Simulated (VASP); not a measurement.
# Ta16H (a cell with a defect) in VASP: a series of runs

Runs on Ta16H (a cell with a defect). Level: PBE. Tasks: single point.

Program: VASP 6.6.1. These are calculated values, not measurements. Logs are shortened: lines on timing, memory, paths and dates and some standing lists are left out, and cuts for length are marked.

### 1 The cell of the first run

The cell holds a defect, 17 atoms: a = 6.620 Å, b = 6.620 Å, c = 6.620 Å, α = 90.00°, β = 90.00°, γ = 90.00°.

### 2 Single point, PBE

Input file INCAR:

```
PREC = Accurate ; ENCUT = 520
EDIFF = 1E-7 ; ISMEAR = -1
SIGMA = 0.05 ; LREAL = Auto
LASPH = True ; NELM = 60
ALGO = Normal ; ISIF = 2
LWAVE = False ; LCHARG = True
GGA = PE ; LELF = True
LVHAR = True ; NBANDS = 102
```

Input file KPOINTS:

```
Automatic mesh
0
Gamma
  2 2 2
```

Input file POSCAR:

```
Ta16H
1.0
    6.6200000000      0.0000000000      0.0000000000
    0.0000000000      6.6200000000      0.0000000000
    0.0000000000      0.0000000000      6.6200000000
Ta H
16 1
Direct
    0.0154833837     -0.0165105740     -0.0033534743
    0.4900906344     -0.0007703927     -0.0082628399
    0.0095619335      0.5004833837      0.0007552870
   -0.0150604230     -0.0103625378      0.5098338369
    0.2244712991      0.2258459215      0.2341842900
    0.5109818731      0.5098640483     -0.0024320242
    0.4904984894     -0.0050906344      0.5023716012
    0.7656495468      0.2660422961      0.2683383686
    0.0141691843      0.5014350453      0.4864652568
    0.2484743202      0.7651057402      0.2385347432
    0.2483685801      0.2270392749      0.7474018127
    0.5069939577      0.5130362538      0.5098187311
    0.7392900302      0.7466616314      0.2599244713
    0.7581419940      0.2613293051      0.7450151057
    0.2406495468      0.7551057402      0.7599848943
    0.7516314199      0.7522960725      0.7457703927
    0.7392296073      0.1086858006     -0.0091691843
```

Potentials or basis: VASP PAW PBE potentials, release 64 (Ta_pv, H).

On the command line:

```
$ cat potpaw_PBE.64/Ta_pv/POTCAR potpaw_PBE.64/H/POTCAR > POTCAR
$ mpirun -np 1 vasp_std > vasp.out
```

OUTCAR:

```text
PREC = Accurate
   ENCUT = 520
   EDIFF = 1E-7
   ISMEAR = -1
   LREAL = Auto
   LASPH = True
   NELM = 60
   ISIF = 2
   GGA = PE

 ion  position               nearest neighbor table
   1  0.015  0.983  0.997-  17 2.01   5 2.64  15 2.64  10 2.65  11 2.77  16 2.86  13 2.97  14 3.01
                             8 3.08   2 3.14   3 3.20   4 3.23   4 3.40   3 3.42   2 3.48
   2  0.490  0.999  0.992-  17 1.80  11 2.73  10 2.76  15 2.77   5 2.81  16 2.88  13 2.94  14 2.97
                             8 3.13   1 3.14   7 3.24   6 3.24   7 3.38   6 3.38   1 3.48
   3  0.010  0.500  0.001-   5 2.78  15 2.78  10 2.84  14 2.85   8 2.86  16 2.92  11 2.93  13 2.97
                             1 3.20   9 3.22   6 3.30   6 3.32   9 3.40   1 3.42
   4  0.985  0.990  0.510-  16 2.70  14 2.81  13 2.82  11 2.83   8 2.83  15 2.83   5 2.88  10 2.91
                             1 3.23   9 3.24   7 3.27   7 3.35   9 3.40   1 3.40
   5  0.224  0.226  0.234-   1 2.64   3 2.78   2 2.81   9 2.84   4 2.88   7 2.93  10 3.05   8 3.06
                             6 3.10  11 3.23  12 3.23  11 3.40  10 3.57   8 3.60
   6  0.511  0.510  0.998-  13 2.79  16 2.81  14 2.86  15 2.88  10 2.90   8 2.94  11 3.04   5 3.10
                            12 3.23   2 3.24   3 3.30   3 3.32   2 3.38  12 3.39
   7  0.490  0.995  0.502-  11 2.75  10 2.82  13 2.83  16 2.86  15 2.86   5 2.93  14 2.97   8 2.99
                            12 3.19   2 3.24   4 3.27   4 3.35   2 3.38  12 3.43
   8  0.766  0.266  0.268-  17 2.12   9 2.69   4 2.83   3 2.86  12 2.86   6 2.94   7 2.99   5 3.06
                             1 3.08   2 3.13  14 3.16  13 3.19  13 3.44  14 3.46   5 3.60
   9  0.014  0.501  0.486-   8 2.69   5 2.84  10 2.85  13 2.86  14 2.89  15 2.89  11 2.95  16 2.95
                             3 3.22   4 3.24  12 3.27  12 3.36   4 3.40   3 3.40
  10  0.248  0.765  0.239-   1 2.65   2 2.76   7 2.82   3 2.84   9 2.85   6 2.90   4 2.91  12 2.99
                             5 3.05  15 3.17  13 3.25  13 3.38  15 3.45   5 3.57
  11  0.248  0.227  0.747-   2 2.73   7 2.75   1 2.77   4 2.83   3 2.93   9 2.95  12 3.00   6 3.04
                            15 3.13   5 3.23  14 3.25  14 3.38   5 3.40  15 3.50
  12  0.507  0.513  0.510-  13 2.74  16 2.75  14 2.82   8 2.86  15 2.90  10 2.99  11 3.00   7 3.19
                             6 3.23   5 3.23   9 3.27   9 3.36   6 3.39   7 3.43
  13  0.739  0.747  0.260-  12 2.74   6 2.79   4 2.82   7 2.83   9 2.86   2 2.94   3 2.97   1 2.97
                             8 3.19  16 3.22  10 3.25  10 3.38  16 3.40   8 3.44
  14  0.758  0.261  0.745-  17 1.92   4 2.81  12 2.82   3 2.85   6 2.86   9 2.89   2 2.97   7 2.97
                             1 3.01   8 3.16  16 3.25  11 3.25  16 3.37  11 3.38   8 3.46
  15  0.241  0.755  0.760-   1 2.64   2 2.77   3 2.78   4 2.83   7 2.86   6 2.88   9 2.89  12 2.90
                            11 3.13  10 3.17  16 3.24  16 3.38  10 3.45  11 3.50
  16  0.752  0.752  0.746-   4 2.70  12 2.75   6 2.81   1 2.86   7 2.86   2 2.88   3 2.92   9 2.95
                            13 3.22  15 3.24  14 3.25  14 3.37  15 3.38  13 3.40
  17  0.739  0.109  0.991-   2 1.80  14 1.92   1 2.01   8 2.12

  LATTYP: Found a simple cubic cell.
 ALAT       =     6.6200000000

  Lattice vectors:

 A1 = (   6.6200000000,   0.0000000000,   0.0000000000)
 A2 = (   0.0000000000,   6.6200000000,   0.0000000000)
 A3 = (   0.0000000000,   0.0000000000,   6.6200000000)

Analysis of symmetry for initial positions (statically):
=====================================================================
 Subroutine PRICEL returns:
 Original cell was already a primitive cell.

 Routine SETGRP: Setting up the symmetry group for a
 simple cubic supercell.

 Subroutine GETGRP returns: Found  1 space group operations
 (whereof  1 operations were pure point group operations)
 out of a pool of 48 trial point group operations.

The static configuration has the point symmetry C_1 .

Analysis of symmetry for dynamics (positions and initial velocities):
=====================================================================
 Subroutine PRICEL returns:
 Original cell was already a primitive cell.

 Routine SETGRP: Setting up the symmetry group for a
 simple cubic supercell.

 Subroutine GETGRP returns: Found  1 space group operations
 (whereof  1 operations were pure point group operations)
 out of a pool of 48 trial point group operations.

The dynamic configuration has the point symmetry C_1 .

 Subroutine INISYM returns: Found  1 space group operations
 (whereof  1 operations are pure point group operations),
 and found     1 'primitive' translations

[... 52 lines left out ...]

----------------------------------------------------------------------------------------

 KPOINTS: Automatic mesh

Automatic generation of k-mesh.
 Grid dimensions read from file:
 generate k-points for:    2    2    2

 Generating k-lattice:

  Cartesian coordinates                     Fractional coordinates (reciprocal lattice)
     0.075528701  0.000000000  0.000000000     0.500000000  0.000000000  0.000000000
     0.000000000  0.075528701  0.000000000     0.000000000  0.500000000  0.000000000
     0.000000000  0.000000000  0.075528701     0.000000000  0.000000000  0.500000000

  Length of vectors
     0.075528701  0.075528701  0.075528701

  Shift w.r.t. Gamma in fractional coordinates (k-lattice)
     0.000000000  0.000000000  0.000000000

 Subroutine IBZKPT returns following result:
 ===========================================

 Found      8 irreducible k-points:

 Following reciprocal coordinates:
            Coordinates               Weight
  0.000000  0.000000  0.000000      1.000000
  0.500000  0.000000  0.000000      1.000000
  0.000000  0.500000  0.000000      1.000000
  0.000000  0.000000  0.500000      1.000000
  0.500000  0.500000  0.000000      1.000000
  0.000000  0.500000  0.500000      1.000000
  0.500000  0.000000  0.500000      1.000000
  0.500000  0.500000  0.500000      1.000000
   k-points           NKPTS =      8   k-points in BZ     NKDIM =      8   number of bands    NBANDS=    102
   number of dos      NEDOS =    301   number of ions     NIONS =     17
   total plane-waves  NPLWV = 125000
   dimension x,y,z NGX =    50 NGY =   50 NGZ =   50
   dimension x,y,z NGXF=   100 NGYF=  100 NGZF=  100
   ions per type =              16   1
   NGX,Y,Z   is equivalent  to a cutoff of  12.56, 12.56, 12.56 a.u.
   NGXF,Y,Z  is equivalent  to a cutoff of  25.11, 25.11, 25.11 a.u.
 SYSTEM =  unknown system
   PREC   = accura    normal or accurate (medium, high low for compatibility)
   ISTART =      0    job   : 0-new  1-cont  2-samecut
   ICHARG =      2    charge: 1-file 2-atom 10-const
   ISPIN  =      1    spin polarized calculation?
   LNONCOLLINEAR =      F non collinear calculations
   LSORBIT =      F    spin-orbit coupling
   LASPH  =      T    aspherical Exc in radial PAW
   ENCUT  =  520.0 eV  38.22 Ry    6.18 a.u.  12.31 12.31 12.31*2*pi/ulx,y,z
   NELM   =     60;   NELMIN=  2; NELMDL= -5     # of ELM steps
   EDIFF  = 0.1E-06   stopping-criterion for ELM
   LREAL  =      T    real-space projection
   EDIFFG = 0.1E-05   stopping-criterion for IOM
   NSW    =      0    number of steps for IOM
   IBRION =     -1    ionic relax: 0-MD 1-quasi-New 2-CG
   NFREE  =      0    steps in history (QN), initial steepest desc. (CG)
   ISIF   =      2    stress and relaxation
   ISYM   =      2    0-nonsym 1-usesym 2-fastsym
   POTIM  = 0.5000    time-step for ionic-motion
   TEBEG  =    0.0;   TEEND  =   0.0 temperature during run
   PSTRESS=    0.0 pullay stress
   NELECT =     177.0000    total number of electrons
   NUPDOWN=      -1.0000    fix difference up-down
   EMIN   =  10.00;   EMAX   =-10.00  energy-range for DOS
   EFERMI =   0.00;   METHOD = LEGACY
   ISMEAR =    -1;   SIGMA  =   0.05  broadening in eV -4-tet -1-fermi 0-gaus
   EFERMI_NEDOS =   21; number of points for ismear=-14 and -15
   IALGO  =     38    algorithm
   IMIX   =      4    mixing-type and parameters
     AMIX     =   0.40;   BMIX     =  1.00
     AMIX_MAG =   1.60;   BMIX_MAG =  1.00
  volume/ion in A,a.u.               =      17.07       115.17
  Fermi-wavevector in a.u.,A,eV,Ry     =   1.388485  2.623857 26.230553  1.927891
  Thomas-Fermi vector in A             =   2.512607
   LORBIT       =      0    0 simple, 1 ext, 2 COOP (PROOUT), +10 PAW based schemes
   GGA     = PE    functional components
[... 5 lines left out ...]
 non-spin polarized calculation
  energy-cutoff  :      520.00
  volume of cell :      290.12
 maximum number of plane-waves:      7856
 NGX is ok and might be reduce to    50
   NGX = 25   NGY = 25   NGZ = 25

 number of electron     176.9999998 magnetization

 Free energy of the ion-electron system (eV)
  ---------------------------------------------------
  ext. energy  EPLUGINS =         0.00000000
  ---------------------------------------------------
  free energy    TOTEN  =      -192.91240942 eV

  energy without entropy =     -192.85542709  energy(sigma->0) =     -192.88391826

 E-fermi :   5.5483     XC(G=0): -12.6004

 val. band max:        5.4606711799   @ k =   0.0000   0.5000   0.5000
 cond. band min:       5.5506167195   @ k =   0.5000   0.5000   0.0000
 fundamental gap:      0.0899455396
 Fermi energy:         5.5483116070

 k-point     1 :       0.0000    0.0000    0.0000
  band No.  band energies     occupation
      1     -28.8714      2.00000
      2     -28.8315      2.00000
      3     -28.7977      2.00000
      4     -28.7913      2.00000
      5     -28.7781      2.00000
      6     -28.7666      2.00000
[... 813 lines left out ...]
     99       8.9601      0.00000
    100       8.9734      0.00000
 [bands above 100 left out]

------------------------ aborting loop because EDIFF is reached ----------------------------------------

  FORCE on cell =-STRESS in cart. coord.  units (eV):
  Direction    XX          YY          ZZ          XY          YZ          ZX
  --------------------------------------------------------------------------------------
  -------------------------------------------------------------------------------------
  Total        7.8486053      7.5999145      7.1291343      0.8065296      0.2619341      0.3289997
  in kB       43.3440114     41.9706139     39.3707249      4.4540691      1.4465340      1.8169044
  external PRESSURE =      41.5617834 kB  Pullay stress =       0.0000000 kB

 VOLUME and BASIS-vectors are now :
 -----------------------------------------------------------------------------
  energy-cutoff  :      520.00
  volume of cell :      290.12
      direct lattice vectors                 reciprocal lattice vectors
     6.620000000  0.000000000  0.000000000     0.151057402  0.000000000  0.000000000
     0.000000000  6.620000000  0.000000000     0.000000000  0.151057402  0.000000000
     0.000000000  0.000000000  6.620000000     0.000000000  0.000000000  0.151057402

 POSITION                                       TOTAL-FORCE (eV/Angst)
 -----------------------------------------------------------------------------------
      0.10250      6.51070      6.59780        -2.856972      1.111360     -0.026606
      3.24440      6.61490      6.56530         0.252922     -0.251483      0.738842
      0.06330      3.31320      0.00500        -0.323733     -0.131068     -0.298840
      6.52030      6.55140      3.37510         1.012966      0.557731     -1.069370
      1.48600      1.49510      1.55030         2.622445      1.765050      1.317858
      3.38270      3.37530      6.60390        -0.950305     -0.875594      0.265354
[... 9 lines left out ...]
      4.97580      4.98020      4.93700        -0.228902     -0.614699      0.654141
      4.89370      0.71950      6.55930         1.097389      0.423103      0.432738
 -----------------------------------------------------------------------------------
    total drift:                                0.007205      0.002094     -0.000743

  FREE ENERGIE OF THE ION-ELECTRON SYSTEM (eV)
  ---------------------------------------------------
  free  energy   TOTEN  =      -192.9124094200 eV

  energy  without entropy=     -192.8554270939  energy(sigma->0) =     -192.88391826
```

Run time: 15 min. Hardware: 1 thread of Intel Xeon 8259CL, shared host; peak memory 0.44 GiB.

What came out:

| Quantity | Value |
| --- | --- |
| Free energy | -192.9124 eV |
| Pressure | 4.2 GPa |
| Largest force | 3.425 eV/Å |
| Band gap on the k mesh | zero (an odd number of electrons rules out a gap without spin polarisation) |

Forces in eV/Å, atoms in the order of the input:
```
Ta  -2.857  1.111 -0.027
Ta   0.253 -0.251  0.739
Ta  -0.324 -0.131 -0.299
Ta   1.013  0.558 -1.069
Ta   2.622  1.765  1.318
Ta  -0.950 -0.876  0.265
Ta   0.475  0.844 -0.177
Ta  -1.742 -0.949 -1.251
Ta  -0.607  0.146  1.408
Ta   0.318 -1.965  1.214
Ta   0.128  2.057 -0.033
Ta  -1.033 -1.102 -0.907
Ta   0.924  0.463 -0.669
Ta  -0.422 -0.178 -0.105
Ta   1.334 -1.301 -1.495
Ta  -0.229 -0.615  0.654
H    1.097  0.423  0.433
```

Caveat: the k points lie up to 0.47 Å⁻¹ apart, too coarse for converged energies and pressures of a metal; the atoms stand as in a frame of molecular dynamics; spin-orbit coupling is left out, which moves the levels of the heavy elements.

### 3 Single point, PBE

Input file INCAR:

```
ALGO = Normal ; EDIFF = 1E-6
ENCUT = 520 ; GGA = PE
ISIF = 2 ; ISMEAR = -1
LASPH = True ; LCHARG = False
LREAL = Auto ; LWAVE = False
NBANDS = 102 ; NELM = 60
PREC = Accurate ; SIGMA = 0.05
```

Input file KPOINTS:

```
k-points
0
Gamma
  2 2 2
```

Input file POSCAR:

```
Ta16H
1.0
    6.6200000000      0.0000000000      0.0000000000
    0.0000000000      6.6200000000      0.0000000000
    0.0000000000      0.0000000000      6.6200000000
Ta H
16 1
Direct
   -0.0200000000     -0.0168126888     -0.0060725076
    0.4914199396      0.0019033233     -0.0064501511
    0.0177492447      0.5003172205     -0.0050302115
   -0.0086404834     -0.0141389728      0.4963444109
    0.2459063444      0.2411027190      0.2450453172
    0.5093202417      0.4912235650      0.0009214502
    0.4882779456     -0.0059516616      0.4941087613
    0.7580664653      0.2629003021      0.2727643505
    0.0094108761      0.4889577039      0.4937160121
    0.2527190332      0.7569788520      0.2516767372
    0.2615558912      0.2478851964      0.7463746224
    0.4981873112      0.5071752266      0.5065105740
    0.7430362538      0.7650302115      0.2533685801
    0.7543504532      0.2659063444      0.7503323263
    0.2448640483      0.7510725076      0.7479154079
    0.7532930514      0.7477492447      0.7528549849
    0.7229003021      0.1505135952     -0.0113897281
```

Potentials or basis: VASP PAW PBE potentials, release 64 (Ta_pv, H).

On the command line:

```
$ cat potpaw_PBE.64/Ta_pv/POTCAR potpaw_PBE.64/H/POTCAR > POTCAR
$ mpirun -np 1 vasp_std > vasp.out
```

Run time: 12 min. Hardware: 1 thread of Intel Xeon 8259CL, shared host; peak memory 0.44 GiB.

The run converged. Its results:

| Quantity | Value |
| --- | --- |
| Free energy | -193.4272 eV |
| Pressure | 2.8 GPa |
| Largest force | 2.485 eV/Å |
| Band gap on the k mesh | zero (an odd number of electrons rules out a gap without spin polarisation) |

Forces in eV/Å, atoms in the order of the input:
```
Ta   1.987  1.407  0.498
Ta  -0.404 -0.716  0.538
Ta  -0.976 -0.063  0.610
Ta   0.329  1.062  0.306
Ta   0.387  0.147  0.104
Ta  -0.640  1.394  0.330
Ta   0.840  0.996  0.800
Ta  -0.889 -0.814 -1.541
Ta   0.114  1.417  0.774
Ta  -0.622 -0.875 -0.849
Ta  -1.111 -0.289  0.032
Ta   0.310 -0.341 -0.522
Ta   0.211 -1.713 -0.124
Ta   0.079 -0.442 -1.759
Ta   0.481 -0.530  0.053
Ta  -0.776 -0.435 -0.591
H    0.680 -0.206  1.340
```

Stress tensor (GPa, compression positive):
```
 2.67  0.96 -0.19
 0.96  2.34 -0.17
-0.19 -0.17  3.50
```

Levels at points of the mesh, in eV from the Fermi level:
```
           k point  band 84  band 85  band 86  band 87  band 88  band 89  band 90  band 91  band 92  band 93
(0.00, 0.00, 0.00)     0.72     0.83     0.98     1.07     1.11     1.13     1.15     1.22     1.27     1.30
(0.50, 0.00, 0.00)    -0.30    -0.26    -0.12     0.17     0.30     0.36     0.40     0.58     0.65     0.67
(0.00, 0.50, 0.00)    -0.31    -0.29    -0.18    -0.05     0.33     0.36     0.39     0.57     0.63     0.64
(0.00, 0.00, 0.50)    -0.30    -0.28    -0.22     0.20     0.33     0.35     0.40     0.59     0.65     0.68
(0.50, 0.50, 0.00)    -0.47    -0.45    -0.40    -0.39    -0.33    -0.19    -0.09    -0.01     0.03     1.00
(0.00, 0.50, 0.50)    -0.47    -0.47    -0.43    -0.38    -0.34    -0.16    -0.09     0.01     0.08     0.97
(0.50, 0.00, 0.50)    -0.50    -0.45    -0.40    -0.36    -0.31    -0.13    -0.09    -0.07    -0.01     0.90
(0.50, 0.50, 0.50)    -1.03    -1.01    -0.96    -0.94    -0.91    -0.89    -0.88    -0.83    -0.76    -0.74
```

Caveat: the k points lie up to 0.47 Å⁻¹ apart, too coarse for converged energies and pressures of a metal; the atoms stand as in a frame of molecular dynamics; spin-orbit coupling is left out, which moves the levels of the heavy elements.

The gap in the log of VASP goes by the Fermi energy; the results here count the filled bands.